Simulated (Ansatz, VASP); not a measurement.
## Zr3S2 in VASP and in Ansatz

File INCAR:

```
SYSTEM = Zr3S2
ALGO = Normal
EDIFF = 1E-6
EDIFFG = -0.08
ENCUT = 600
GGA = PE
IBRION = 2
ISIF = 3
ISMEAR = 0
LASPH = .True.
LCHARG = .False.
LREAL = .False.
LWAVE = .False.
NELM = 100
NSW = 36
PREC = Accurate
SIGMA = 0.2
```

KPOINTS

```
k-points
0
Gamma
  5 5 2
  0 0 0
```

Contents of POSCAR:

```
Zr3S2
1.0
    3.4500000000      0.0000000000      0.0000000000
   -1.7250000000      2.9877876400      0.0000000000
    0.0000000000      0.0000000000      9.0700000000
Zr S
3 2
Direct
    0.0000000000      0.0000000000      0.0000000000
    0.6667000000      0.3333600000      0.3550000000
    0.3333000000      0.6666400000      0.6450000000
    0.6666666700      0.3333333300      0.8350000000
    0.3333333300      0.6666666700      0.1650000000
```

Input for Ansatz:

```yaml
crystal:
  lattice:
    - [3.45, 0.0, 0.0]
    - [-1.725, 2.98778764, 0.0]
    - [0.0, 0.0, 9.07]
  atoms:
    - { symbol: Zr, position: [0.0, 0.0, 0.0] }
    - { symbol: Zr, position: [0.6667, 0.33336, 0.355] }
    - { symbol: Zr, position: [0.3333, 0.66664, 0.645] }
    - { symbol: S, position: [0.66666667, 0.33333333, 0.835] }
    - { symbol: S, position: [0.33333333, 0.66666667, 0.165] }
basis:
  ecutwfc: 420
kpoints:
  mp_grid: { grid: [5, 5, 2] }
hamiltonian:
  xc: pbe
scf:
  occupations: { method: gaussian, width: 0.2 }
  lower_state_search: "off"
output:
  forces: true
  stress: true
  eigenvalues: true
relax:
  adjacent_minimum: "off"
  f_tol: 0.08
  max_steps: 16
  cell: { stress_tol: 0.8 }
```

Change from the starting cell: built by hand: Rocksalt with ordered S-layer vacancies (P-3m1, No. 164).

Alike in both runs: task relaxation of cell and atoms; functional PBE; k mesh 5 × 5 × 2; occupations gaussian, width 0.2 eV; no spin polarisation.

|  | VASP | Ansatz |
| --- | --- | --- |
| version | VASP 6.6.1 | Ansatz 0.2.0 |
| potentials or method | VASP PAW PBE potentials, release 64 (Zr_sv, S), cutoff 600 eV | scalar-relativistic, plane waves, PAW |
| valence electrons in the cell | 48 | 48 |

```csv
,VASP,Ansatz,Ansatz less VASP
"gap on the k mesh at the Fermi level, each at its own relaxed structure (eV)",none,none,-
relaxed volume (Å³/atom),19.44,19.40,-0.034
relaxed cell length with the largest relative difference (Å),3.581,3.576,-0.0051
```

A gap of «none» marks a metal or a gap that the smearing closes. Ansatz's warnings: near symmetry operation missed by atoms.

The k mesh is coarse, so the values compare programs but aren't converged.
